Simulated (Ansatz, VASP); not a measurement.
Ag2Pt in VASP and in Ansatz

```
CELL_PARAMETERS angstrom
0.00000 3.74813 3.74813
3.74813 0.00000 3.74813
3.74813 3.74813 0.00000
ATOMIC_POSITIONS crystal
Ag 0.12500 0.12500 0.12500
Ag 0.62500 0.12500 0.12500
Ag 0.12500 0.12500 0.62500
Ag 0.12500 0.62500 0.12500
Pt 0.50000 0.50000 0.50000
Pt 0.75000 0.75000 0.75000
```

Alike in both runs: functional PBE; k mesh 10 × 10 × 10; occupations gaussian, width 0.1 eV; no spin polarisation.

Ansatz relaxed the structure, and its values are those at the end. VASP's run is a single point on that final structure, the one shown.

|  | VASP | Ansatz |
| --- | --- | --- |
| version | VASP 6.6.1 | Ansatz 0.2.0 |
| potentials or method | VASP PAW PBE potentials, release 64 (Ag, Pt), cutoff 520 eV | scalar-relativistic, plane waves, PAW |
| valence electrons in the cell | 64 | 112 |

```tsv
	VASP	Ansatz	Ansatz less VASP
gap on the k mesh at the Fermi level (eV)	none	none	-
pressure (GPa)	-0.2	0.0	+0.22
```

A gap of «none» marks a metal or a gap that the smearing closes. The functional is the same, so the differences come from potentials, cutoffs and numerics. VASP's potentials hold 64 valence electrons a cell and Ansatz's 112, so a difference there can come from the potentials and not from the codes.

Neither program's run includes spin-orbit coupling.
